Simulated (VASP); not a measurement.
# Se (P3_121) in VASP: density of states with PBE

Aim: the density of states of Se with PBE.

All numbers are computed with VASP 6.6.1; they aren't measurements. Logs are shortened: lines on timing, memory, paths and dates and some standing lists are left out, and cuts for length are marked.

## Step 1: The cell of the first run

Symmetry: P3_121, No. 152, trigonal system. The conventional cell has a = 4.522 Å, b = 4.522 Å, c = 5.045 Å, α = 90.00°, β = 90.00°, γ = 120.00°. Within 3.2 Å of Se (site symmetry 2) lie 2 Se at 2.40 Å.

## Step 2: Density of states, PBE

Contents of POSCAR:

```
Se
1.0
    4.5215357485      0.0000000000      0.0000000000
   -2.2607678742      3.9157648223      0.0000000000
    0.0000000000      0.0000000000      5.0447134452
Se
3
Direct
    0.2188008803      0.0000000000      0.8333333333
    0.0000000000      0.2188008803      0.1666666667
    0.7811991197      0.7811991197      0.5000000000
```

Contents of INCAR.step1:

```
PREC = Accurate
ENCUT = 520
EDIFF = 1E-7
ISMEAR = 0
SIGMA = 0.05
LREAL = F
LASPH = T
NELM = 100
ALGO = Normal
ISIF = 2
LWAVE = F
LCHARG = T
GGA = PE
NBANDS = 16
```

Contents of KPOINTS.step1:

```
Automatic mesh
0
Gamma
  12 12 8
```

Contents of INCAR.step2:

```
PREC = Accurate
ENCUT = 520
EDIFF = 1E-7
ISMEAR = -5
SIGMA = 0.05
LREAL = F
LASPH = T
NELM = 100
ALGO = Normal
ISIF = 2
LWAVE = F
LCHARG = F
GGA = PE
LORBIT = 11
NEDOS = 2001
ICHARG = 11
```

Contents of KPOINTS.step2:

```
Automatic mesh
0
Gamma
  18 18 12
```

Potentials or basis: VASP PAW PBE potentials, release 64 (Se).

Command:

```bash
cat potpaw_PBE.64/Se/POTCAR > POTCAR
cp INCAR.step1 INCAR
cp KPOINTS.step1 KPOINTS
mpirun -np 1 vasp_std > vasp.out
cp INCAR.step2 INCAR
cp KPOINTS.step2 KPOINTS
mpirun -np 1 vasp_std > vasp.out
```

OUTCAR:

```text
PREC = Accurate
   ENCUT = 520
   EDIFF = 1E-7
   ISMEAR = -5
   LREAL = F
   LASPH = T
   NELM = 100
   ISIF = 2
   GGA = PE
   LORBIT = 11
   ICHARG = 11

 ion  position               nearest neighbor table
   1  0.219  0.000  0.833-   3 2.40   2 2.40
   2  0.000  0.219  0.167-   3 2.40   1 2.40
   3  0.781  0.781  0.500-   2 2.40   1 2.40

  LATTYP: Found a hexagonal cell.
 ALAT       =     4.5215357485
 C/A-ratio  =     1.1157079642

  Lattice vectors:

 A1 = (   4.5215357485,   0.0000000000,   0.0000000000)
 A2 = (  -2.2607678742,   3.9157648223,   0.0000000000)
 A3 = (   0.0000000000,   0.0000000000,   5.0447134452)

Analysis of symmetry for initial positions (statically):
=====================================================================
 Subroutine PRICEL returns:
 Original cell was already a primitive cell.

 Routine SETGRP: Setting up the symmetry group for a
 hexagonal supercell.

 Subroutine GETGRP returns: Found  6 space group operations
 (whereof  2 operations were pure point group operations)
 out of a pool of 24 trial point group operations.

The static configuration has the point symmetry C_2 .
 The point group associated with its full space group is D_3 .

Analysis of symmetry for dynamics (positions and initial velocities):
=====================================================================
 Subroutine PRICEL returns:
 Original cell was already a primitive cell.

 Routine SETGRP: Setting up the symmetry group for a
 hexagonal supercell.

 Subroutine GETGRP returns: Found  6 space group operations
 (whereof  2 operations were pure point group operations)
 out of a pool of 24 trial point group operations.

The dynamic configuration has the point symmetry C_2 .
 The point group associated with its full space group is D_3 .

 Subroutine INISYM returns: Found  6 space group operations
 (whereof  2 operations are pure point group operations),
 and found     1 'primitive' translations

----------------------------------------------------------------------------------------

                                     Primitive cell

  volume of cell :      89.3180

  direct lattice vectors                    reciprocal lattice vectors
     4.521535748  0.000000000  0.000000000     0.221163794  0.127688976  0.000000000
    -2.260767874  3.915764822  0.000000000     0.000000000  0.255377952  0.000000000
     0.000000000  0.000000000  5.044713445     0.000000000  0.000000000  0.198227315

  length of vectors
     4.521535748  4.521535748  5.044713445     0.255377952  0.255377952  0.198227315

  position of ions in fractional coordinates (direct lattice)
     0.218800880  0.000000000  0.833333333
     0.000000000  0.218800880  0.166666667
     0.781199120  0.781199120  0.500000000

  ion indices of the primitive-cell ions
   primitive index   ion index
                 1           1
                 2           2
                 3           3

----------------------------------------------------------------------------------------

 KPOINTS: Automatic mesh

Automatic generation of k-mesh.
 Grid dimensions read from file:
 generate k-points for:   18   18   12

 Generating k-lattice:

  Cartesian coordinates                     Fractional coordinates (reciprocal lattice)
     0.012286877  0.007093832  0.000000000     0.055555556  0.000000000  0.000000000
     0.000000000  0.014187664  0.000000000     0.000000000  0.055555556  0.000000000
     0.000000000  0.000000000  0.016518943     0.000000000  0.000000000  0.083333333

  Length of vectors
     0.014187664  0.014187664  0.016518943

  Shift w.r.t. Gamma in fractional coordinates (k-lattice)
     0.000000000  0.000000000  0.000000000

 TETIRR: Found   5714 inequivalent tetrahedra from    23328

 Subroutine IBZKPT returns following result:
 ===========================================

 Found    394 irreducible k-points:

 Following reciprocal coordinates:
            Coordinates               Weight
  0.000000  0.000000  0.000000      1.000000
  0.055556  0.000000  0.000000      6.000000
  0.111111  0.000000  0.000000      6.000000
  0.166667 -0.000000  0.000000      6.000000
  0.222222  0.000000  0.000000      6.000000
  0.277778  0.000000  0.000000      6.000000
[... 16 lines left out ...]
  0.333333  0.111111  0.000000     12.000000
  0.388889  0.111111  0.000000     12.000000
 [... further k-points ...]
   k-points           NKPTS =    394   k-points in BZ     NKDIM =    394   number of bands    NBANDS=     13
   number of dos      NEDOS =   2001   number of ions     NIONS =      3
   total plane-waves  NPLWV =  51840
   dimension x,y,z NGX =    36 NGY =   36 NGZ =   40
   dimension x,y,z NGXF=    72 NGYF=   72 NGZF=   80
   ions per type =               3
   NGX,Y,Z   is equivalent  to a cutoff of  13.24, 13.24, 13.18 a.u.
   NGXF,Y,Z  is equivalent  to a cutoff of  26.47, 26.47, 26.36 a.u.
 SYSTEM =  unknown system
   PREC   = accura    normal or accurate (medium, high low for compatibility)
   ISTART =      0    job   : 0-new  1-cont  2-samecut
   ICHARG =     11    charge: 1-file 2-atom 10-const
   ISPIN  =      1    spin polarized calculation?
   LNONCOLLINEAR =      F non collinear calculations
   LSORBIT =      F    spin-orbit coupling
   LASPH  =      T    aspherical Exc in radial PAW
   ENCUT  =  520.0 eV  38.22 Ry    6.18 a.u.   8.41  8.41  9.38*2*pi/ulx,y,z
   NELM   =    100;   NELMIN=  2; NELMDL=  0     # of ELM steps
   EDIFF  = 0.1E-06   stopping-criterion for ELM
   LREAL  =      F    real-space projection
   EDIFFG = 0.1E-05   stopping-criterion for IOM
   NSW    =      0    number of steps for IOM
   IBRION =     -1    ionic relax: 0-MD 1-quasi-New 2-CG
   NFREE  =      0    steps in history (QN), initial steepest desc. (CG)
   ISIF   =      2    stress and relaxation
   ISYM   =      2    0-nonsym 1-usesym 2-fastsym
   POTIM  = 0.5000    time-step for ionic-motion
   TEBEG  =    0.0;   TEEND  =   0.0 temperature during run
   PSTRESS=    0.0 pullay stress
   NELECT =      18.0000    total number of electrons
   NUPDOWN=      -1.0000    fix difference up-down
   EMIN   =  10.00;   EMAX   =-10.00  energy-range for DOS
   EFERMI =   0.00;   METHOD = LEGACY
   ISMEAR =    -5;   SIGMA  =   0.05  broadening in eV -4-tet -1-fermi 0-gaus
   EFERMI_NEDOS =   21; number of points for ismear=-14 and -15
   IALGO  =     38    algorithm
   IMIX   =      4    mixing-type and parameters
     AMIX     =   0.40;   BMIX     =  1.00
     AMIX_MAG =   1.60;   BMIX_MAG =  1.00
  volume/ion in A,a.u.               =      29.77       200.92
  Fermi-wavevector in a.u.,A,eV,Ry     =   0.959812  1.813781 12.534207  0.921238
  Thomas-Fermi vector in A             =   2.089041
   LORBIT       =     11    0 simple, 1 ext, 2 COOP (PROOUT), +10 PAW based schemes
   GGA     = PE    functional components
   LHFCALC =     F    Hartree Fock is set to
   AEXX    =    0.0000 exact exchange contribution
   IVDW    =     0    specifies the selected vdW correction
   LEPSILON=     F    determine dielectric tensor
   LRPA    =     F    only Hartree local field effects (RPA)
 non-spin polarized calculation
 Fermi weights with tetrahedron method with Bloechl corrections
  energy-cutoff  :      520.00
  volume of cell :       89.32
 maximum number of plane-waves:      2461
 NGX is ok and might be reduce to    36

 number of electron      18.0000001 magnetization

 Free energy of the ion-electron system (eV)
  ---------------------------------------------------
  ext. energy  EPLUGINS =         0.00000000
  ---------------------------------------------------
  free energy    TOTEN  =       -10.50938887 eV

  energy without entropy =      -10.50938887  energy(sigma->0) =      -10.50938887

 E-fermi :   1.8407     XC(G=0):  -8.4282

 val. band max:        1.8384108786   @ k =   0.5000   0.0000   0.5000
 cond. band min:       2.8542337420   @ k =   0.3333   0.3333   0.5000
 fundamental gap:      1.0158228634
 Fermi energy:         1.8406501915

 k-point     1 :       0.0000    0.0000    0.0000
  band No.  band energies     occupation
      1     -13.5401      2.00000
      2      -9.7210      2.00000
      3      -9.7210      2.00000
      4      -1.8870      2.00000
      5      -1.8870      2.00000
      6      -1.5848      2.00000
      7      -0.0140      2.00000
      8      -0.0140      2.00000
      9       1.5245      2.00000
     10       3.7673      0.00000
     11       3.7673      0.00000
     12       4.1373      0.00000
     13       7.7244      0.00000

 k-point     2 :       0.0556    0.0000    0.0000
  band No.  band energies     occupation
      1     -13.5307      2.00000
      2      -9.7300      2.00000
      3      -9.7205      2.00000
      4      -1.9747      2.00000
      5      -1.9205      2.00000
      6      -1.5460      2.00000
      7      -0.0151      2.00000
      8       0.0373      2.00000
      9       1.5052      2.00000
     10       3.7475      0.00000
     11       3.7656      0.00000
     12       4.1676      0.00000
     13       7.7525      0.00000

 k-point     3 :       0.1111    0.0000    0.0000
  band No.  band energies     occupation
      1     -13.5031      2.00000
      2      -9.7567      2.00000
      3      -9.7191      2.00000
      4      -2.1574      2.00000
      5      -2.0054      2.00000
      6      -1.4921      2.00000
      7      -0.0183      2.00000
      8       0.1514      2.00000
      9       1.4452      2.00000
     10       3.7160      0.00000
     11       3.7681      0.00000
     12       4.2519      0.00000
     13       7.8117      0.00000

 k-point     4 :       0.1667   -0.0000    0.0000
  band No.  band energies     occupation
      1     -13.4597      2.00000
      2      -9.7998      2.00000
      3      -9.7170      2.00000
      4      -2.3583      2.00000
      5      -2.1143      2.00000
      6      -1.4603      2.00000
      7      -0.0264      2.00000
      8       0.2488      2.00000
      9       1.3483      2.00000
     10       3.7261      0.00000
     11       3.7853      0.00000
     12       4.3830      0.00000
     13       7.8871      0.00000

 k-point     5 :       0.2222    0.0000    0.0000
  band No.  band energies     occupation
      1     -13.4044      2.00000
      2      -9.8563      2.00000
      3      -9.7143      2.00000
      4      -2.5409      2.00000
      5      -2.2272      2.00000
      6      -1.4459      2.00000
      7      -0.0533      2.00000
      8       0.2724      2.00000
      9       1.2366      2.00000
     10       3.7798      0.00000
     11       3.8407      0.00000
     12       4.5640      0.00000
     13       8.0074      0.00000
[... 257 lines left out ...]
 k-point    22 :       0.2778    0.1111    0.0000
  band No.  band energies     occupation
      1     -13.2659      2.00000
      2      -9.9800      2.00000
      3      -9.7342      2.00000
      4      -2.7775      2.00000
      5      -2.5089      2.00000
      6      -1.3231      2.00000
      7      -0.3142      2.00000
      8       0.1121      2.00000
      9       0.9526      2.00000
     10       3.9555      0.00000
     11       4.2524      0.00000
     12       5.0580      0.00000
     13       7.8115      0.00000

 k-point    23 :       0.3333    0.1111    0.0000
  band No.  band energies     occupation
      1     -13.2168      2.00000
      2     -10.0296      2.00000
      3      -9.7376      2.00000
      4      -2.8387      2.00000
      5      -2.5613      2.00000
      6      -1.2718      2.00000
      7      -0.4935      2.00000
      8       0.0525      2.00000
      9       0.8911      2.00000
     10       3.9814      0.00000
     11       4.3751      0.00000
     12       5.3225      0.00000
     13       7.7372      0.00000

 k-point    24 :       0.3889    0.1111    0.0000
  band No.  band energies     occupation
      1     -13.1835      2.00000
      2     -10.0638      2.00000
      3      -9.7397      2.00000
      4      -2.8715      2.00000
      5      -2.5931      2.00000
      6      -1.2022      2.00000
      7      -0.6676      2.00000
      8       0.0223      2.00000
      9       0.8549      2.00000
     10       3.9945      0.00000
     11       4.4460      0.00000
     12       5.5280      0.00000
     13       7.6754      0.00000

 [... further k-points ...]

------------------------ aborting loop because EDIFF is reached ----------------------------------------

  FORCE on cell =-STRESS in cart. coord.  units (eV):
  Direction    XX          YY          ZZ          XY          YZ          ZX
  --------------------------------------------------------------------------------------
  -------------------------------------------------------------------------------------
  Total        0.0544430      0.0544430      0.0736629      0.0000000      0.0000000      0.0000000
  in kB        0.9765921      0.9765921      1.3213576      0.0000000      0.0000000      0.0000000
  external PRESSURE =       1.0915139 kB  Pullay stress =       0.0000000 kB

 VOLUME and BASIS-vectors are now :
 -----------------------------------------------------------------------------
  energy-cutoff  :      520.00
  volume of cell :       89.32
      direct lattice vectors                 reciprocal lattice vectors
     4.521535748  0.000000000  0.000000000     0.221163794  0.127688976  0.000000000
    -2.260767874  3.915764822  0.000000000     0.000000000  0.255377952  0.000000000
     0.000000000  0.000000000  5.044713445     0.000000000  0.000000000  0.198227315

 POSITION                                       TOTAL-FORCE (eV/Angst)
 -----------------------------------------------------------------------------------
      0.98932      0.00000      4.20393         0.029701     -0.000000      0.000000
     -0.49466      0.85677      0.84079        -0.014850      0.025722     -0.000000
      1.76611      3.05899      2.52236        -0.014850     -0.025722     -0.000000
 -----------------------------------------------------------------------------------
    total drift:                               -0.000023     -0.000039     -0.000000

  FREE ENERGIE OF THE ION-ELECTRON SYSTEM (eV)
  ---------------------------------------------------
  free  energy   TOTEN  =       -10.5093888727 eV

  energy  without entropy=      -10.5093888727  energy(sigma->0) =      -10.50938887

 total charge

# of ion       s       p       d       tot
------------------------------------------
    1        1.510   2.168   0.051   3.729
    2        1.510   2.168   0.051   3.729
    3        1.510   2.168   0.051   3.729
--------------------------------------------------
tot          4.529   6.504   0.154  11.187
```

Run time: 11 min. Hardware: 1 thread of AMD EPYC 7R43 (Zen 3), shared host; peak memory 0.45 GiB.

Results:

```yaml
Valence_electrons_inside_the_program's_atomic_spheres: Se 3.73
```
